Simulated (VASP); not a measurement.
# Ge (Cmcm) in VASP: further runs, part 2 of 3

VASP 6.6.1.

## 3. Single point, BLYP

INCAR reads:

```
AGGAC = 1.0
AGGAX = 1.0
ALDAC = 0.0
ALDAX = 1.0
ALGO = Normal
EDIFF = 1E-6
ENCUT = 520
GGA = B5
ISIF = 2
ISMEAR = -1
LASPH = True
LCHARG = False
LREAL = False
LWAVE = False
NBANDS = 21
NELM = 100
PREC = Accurate
SIGMA = 0.05
```

KPOINTS reads:

```
k-points
0
Gamma
  10 10 6
```

POSCAR reads:

```
Ge
1.0
    1.4880529250     -2.5946896100      0.0000000000
    1.4880529250      2.5946896100      0.0000000000
    0.0000000000      0.0000000000      4.7275957900
Ge
2
Direct
    0.3334466300      0.6665533700      0.2500000000
    0.6665533700      0.3334466300      0.7500000000
```

Potentials or basis: VASP PAW PBE potentials, release 64 (Ge_d).

Run with:

```console
$ cat potpaw_PBE.64/Ge_d/POTCAR > POTCAR
$ mpirun -np 1 vasp_std > vasp.out
```

OUTCAR:

```text
EDIFF = 1E-6
   ENCUT = 520
   GGA = B5
   ISIF = 2
   ISMEAR = -1
   LASPH = True
   LREAL = False
   NELM = 100
   PREC = Accurate

 ion  position               nearest neighbor table
   1  0.333  0.667  0.250-
   2  0.667  0.333  0.750-

  LATTYP: Found a base centered orthorhombic cell.
 ALAT       =     2.9761058500
 B/A-ratio  =     1.7436809984
 C/A-ratio  =     1.5885173540

  Lattice vectors:

 A1 = (   1.4880529250,  -2.5946896100,   0.0000000000)
 A2 = (   1.4880529250,   2.5946896100,   0.0000000000)
 A3 = (   0.0000000000,   0.0000000000,   4.7275957900)

Analysis of symmetry for initial positions (statically):
=====================================================================
 Subroutine PRICEL returns:
 Original cell was already a primitive cell.

 Routine SETGRP: Setting up the symmetry group for a
 base centered orthorhombic supercell.

 Subroutine GETGRP returns: Found  8 space group operations
 (whereof  4 operations were pure point group operations)
 out of a pool of  8 trial point group operations.

The static configuration has the point symmetry C_2h.
 The point group associated with its full space group is D_2h.

Analysis of symmetry for dynamics (positions and initial velocities):
=====================================================================
 Subroutine PRICEL returns:
 Original cell was already a primitive cell.

 Routine SETGRP: Setting up the symmetry group for a
 base centered orthorhombic supercell.

 Subroutine GETGRP returns: Found  8 space group operations
 (whereof  4 operations were pure point group operations)
 out of a pool of  8 trial point group operations.

The dynamic configuration has the point symmetry C_2h.
 The point group associated with its full space group is D_2h.

 Subroutine INISYM returns: Found  8 space group operations
 (whereof  4 operations are pure point group operations),
 and found     1 'primitive' translations

----------------------------------------------------------------------------------------

                                     Primitive cell

  volume of cell :      36.5068

  direct lattice vectors                    reciprocal lattice vectors
     1.488052925 -2.594689610  0.000000000     0.336009554 -0.192701277  0.000000000
     1.488052925  2.594689610  0.000000000     0.336009554  0.192701277  0.000000000
     0.000000000  0.000000000  4.727595790     0.000000000  0.000000000  0.211524006

  length of vectors
     2.991106096  2.991106096  4.727595790     0.387345069  0.387345069  0.211524006

  position of ions in fractional coordinates (direct lattice)
     0.333446630  0.666553370  0.250000000
     0.666553370  0.333446630  0.750000000

  ion indices of the primitive-cell ions
   primitive index   ion index
                 1           1
                 2           2

----------------------------------------------------------------------------------------

 KPOINTS: k-points

Automatic generation of k-mesh.
 Grid dimensions read from file:
 generate k-points for:   10   10    6

 Generating k-lattice:

  Cartesian coordinates                     Fractional coordinates (reciprocal lattice)
     0.033600955 -0.019270128  0.000000000     0.100000000 -0.000000000  0.000000000
     0.033600955  0.019270128  0.000000000    -0.000000000  0.100000000  0.000000000
     0.000000000  0.000000000  0.035254001     0.000000000  0.000000000  0.166666667

  Length of vectors
     0.038734507  0.038734507  0.035254001

  Shift w.r.t. Gamma in fractional coordinates (k-lattice)
     0.000000000  0.000000000  0.000000000

 Subroutine IBZKPT returns following result:
 ===========================================

 Found    124 irreducible k-points:

 Following reciprocal coordinates:
            Coordinates               Weight
  0.000000  0.000000  0.000000      1.000000
  0.100000  0.000000  0.000000      4.000000
  0.200000  0.000000  0.000000      4.000000
  0.300000 -0.000000  0.000000      4.000000
  0.400000 -0.000000  0.000000      4.000000
  0.500000 -0.000000  0.000000      2.000000
[... 16 lines left out ...]
  0.300000  0.300000  0.000000      2.000000
  0.400000  0.300000  0.000000      4.000000
 [... further k-points ...]
   k-points           NKPTS =    124   k-points in BZ     NKDIM =    124   number of bands    NBANDS=     21
   number of dos      NEDOS =    301   number of ions     NIONS =      2
   total plane-waves  NPLWV =  20736
   dimension x,y,z NGX =    24 NGY =   24 NGZ =   36
   dimension x,y,z NGXF=    48 NGYF=   48 NGZF=   72
   ions per type =               2
   NGX,Y,Z   is equivalent  to a cutoff of  13.34, 13.34, 12.66 a.u.
   NGXF,Y,Z  is equivalent  to a cutoff of  26.68, 26.68, 25.32 a.u.
 SYSTEM =  unknown system
   PREC   = accura    normal or accurate (medium, high low for compatibility)
   ISTART =      0    job   : 0-new  1-cont  2-samecut
   ICHARG =      2    charge: 1-file 2-atom 10-const
   ISPIN  =      1    spin polarized calculation?
   LNONCOLLINEAR =      F non collinear calculations
   LSORBIT =      F    spin-orbit coupling
   LASPH  =      T    aspherical Exc in radial PAW
   ENCUT  =  520.0 eV  38.22 Ry    6.18 a.u.   5.56  5.56  8.79*2*pi/ulx,y,z
   NELM   =    100;   NELMIN=  2; NELMDL= -5     # of ELM steps
   EDIFF  = 0.1E-05   stopping-criterion for ELM
   LREAL  =      F    real-space projection
   EDIFFG = 0.1E-04   stopping-criterion for IOM
   NSW    =      0    number of steps for IOM
   IBRION =     -1    ionic relax: 0-MD 1-quasi-New 2-CG
   NFREE  =      0    steps in history (QN), initial steepest desc. (CG)
   ISIF   =      2    stress and relaxation
   ISYM   =      2    0-nonsym 1-usesym 2-fastsym
   POTIM  = 0.5000    time-step for ionic-motion
   TEBEG  =    0.0;   TEEND  =   0.0 temperature during run
   PSTRESS=    0.0 pullay stress
   NELECT =      28.0000    total number of electrons
   NUPDOWN=      -1.0000    fix difference up-down
   EMIN   =  10.00;   EMAX   =-10.00  energy-range for DOS
   EFERMI =   0.00;   METHOD = LEGACY
   ISMEAR =    -1;   SIGMA  =   0.05  broadening in eV -4-tet -1-fermi 0-gaus
   EFERMI_NEDOS =   21; number of points for ismear=-14 and -15
   IALGO  =     38    algorithm
   IMIX   =      4    mixing-type and parameters
     AMIX     =   0.40;   BMIX     =  1.00
     AMIX_MAG =   1.60;   BMIX_MAG =  1.00
  volume/ion in A,a.u.               =      18.25       123.18
  Fermi-wavevector in a.u.,A,eV,Ry     =   1.498544  2.831837 30.553703  2.245634
  Thomas-Fermi vector in A             =   2.610289
   LORBIT       =      0    0 simple, 1 ext, 2 COOP (PROOUT), +10 PAW based schemes
   GGA     = B5    functional components
   LHFCALC =     F    Hartree Fock is set to
   AEXX    =    0.0000 exact exchange contribution
   IVDW    =     0    specifies the selected vdW correction
   LEPSILON=     F    determine dielectric tensor
   LRPA    =     F    only Hartree local field effects (RPA)
 non-spin polarized calculation
  energy-cutoff  :      520.00
  volume of cell :       36.51
 maximum number of plane-waves:      1014
 NGX is ok and might be reduce to    24
   NGX = 11   NGY = 11   NGZ = 17

 number of electron      28.0000012 magnetization

 Free energy of the ion-electron system (eV)
  ---------------------------------------------------
  ext. energy  EPLUGINS =         0.00000000
  ---------------------------------------------------
  free energy    TOTEN  =        -6.46357005 eV

  energy without entropy =       -6.45544834  energy(sigma->0) =       -6.45950919

 E-fermi :   7.5353     XC(G=0): -10.8685

 val. band max:        7.5323078893   @ k =   0.5000   0.2000   0.1667
 cond. band min:       7.5410799234   @ k =   0.5000   0.2000   0.5000
 fundamental gap:      0.0087720341
 Fermi energy:         7.5352945185

 k-point     1 :       0.0000    0.0000    0.0000
  band No.  band energies     occupation
      1     -17.1473      2.00000
      2     -17.1393      2.00000
      3     -17.1357      2.00000
      4     -17.1355      2.00000
      5     -17.1301      2.00000
      6     -17.1268      2.00000
[... 13 lines left out ...]
     20      20.7670      0.00000
     21      21.7821      0.00000

 k-point     2 :       0.1000    0.0000    0.0000
  band No.  band energies     occupation
      1     -17.1507      2.00000
      2     -17.1417      2.00000
      3     -17.1297      2.00000
      4     -17.1254      2.00000
      5     -17.1224      2.00000
      6     -17.1200      2.00000
[... 520 lines left out ...]
 k-point    24 :       0.4000    0.3000    0.0000
  band No.  band energies     occupation
      1     -17.1819      2.00000
      2     -17.1324      2.00000
      3     -17.1291      2.00000
      4     -17.1198      2.00000
      5     -17.1044      2.00000
      6     -17.0931      2.00000
[... 13 lines left out ...]
     20      23.3199      0.00000
     21      23.9013      0.00000

 [... further k-points ...]
[... 5 lines left out ...]
  --------------------------------------------------------------------------------------
  -------------------------------------------------------------------------------------
  Total        2.3781485      2.3985077      3.0003469      0.0000000     -0.0000000      0.0000000
  in kB      104.3699396    105.2634449    131.6763966      0.0000000     -0.0000000      0.0000000
  external PRESSURE =     113.7699270 kB  Pullay stress =       0.0000000 kB

 VOLUME and BASIS-vectors are now :
 -----------------------------------------------------------------------------
  energy-cutoff  :      520.00
  volume of cell :       36.51
      direct lattice vectors                 reciprocal lattice vectors
     1.488052925 -2.594689610  0.000000000     0.336009554 -0.192701277  0.000000000
     1.488052925  2.594689610  0.000000000     0.336009554  0.192701277  0.000000000
     0.000000000  0.000000000  4.727595790     0.000000000  0.000000000  0.211524006

 POSITION                                       TOTAL-FORCE (eV/Angst)
 -----------------------------------------------------------------------------------
      1.48805      0.86431      1.18190         0.000000      0.000336      0.000000
      1.48805     -0.86431      3.54570         0.000000     -0.000336      0.000000
 -----------------------------------------------------------------------------------
    total drift:                                0.000000     -0.000000      0.000000

  FREE ENERGIE OF THE ION-ELECTRON SYSTEM (eV)
  ---------------------------------------------------
  free  energy   TOTEN  =        -6.4635700461 eV

  energy  without entropy=       -6.4554483436  energy(sigma->0) =       -6.45950919
```

OSZICAR:

```text
N       E                     dE             d eps       ncg     rms          rms(c)
DAV:   1     0.176531409504E+03    0.17653E+03   -0.14294E+04  6050   0.386E+03
DAV:   2     0.170946666958E+02   -0.15944E+03   -0.15444E+03  5283   0.579E+02
DAV:   3    -0.581320348174E+01   -0.22908E+02   -0.22652E+02  5849   0.132E+02
DAV:   4    -0.646182306719E+01   -0.64862E+00   -0.64820E+00  5881   0.255E+01
DAV:   5    -0.647165103279E+01   -0.98280E-02   -0.98277E-02  5945   0.341E+00    0.130E+00
DAV:   6    -0.646487368831E+01    0.67773E-02   -0.13280E-02  7071   0.176E+00    0.722E-01
DAV:   7    -0.646349020705E+01    0.13835E-02   -0.77502E-03  7064   0.113E+00    0.851E-02
DAV:   8    -0.646355009337E+01   -0.59886E-04   -0.89195E-04  6914   0.504E-01    0.231E-02
DAV:   9    -0.646356899889E+01   -0.18906E-04   -0.29652E-05  5891   0.499E-02    0.510E-03
DAV:  10    -0.646357040562E+01   -0.14067E-05   -0.29038E-06  5168   0.213E-02    0.138E-03
DAV:  11    -0.646357004614E+01    0.35947E-06   -0.13301E-07  3449   0.434E-03
   1 F= -.64635700E+01 E0= -.64595092E+01  d E =-.812170E-02
```

It took 26 s on 1 thread of Intel Xeon 6975P-C (Granite Rapids), shared host; peak memory 0.2 GiB.

Results:

* Free energy: -6.4636 eV
* Pressure: 11.4 GPa
* Band gap on the k mesh: zero (band 14 reaches 14.08 eV, above the bottom of band 15 at 5.36 eV)

Stress tensor (GPa, compression positive):
```
10.44  0.00  0.00
 0.00 10.53  0.00
 0.00  0.00 13.17
```

Caveat: the PAW data sets were made with another functional, which shifts forces and pressure a little.

[end of part 2 of 3]
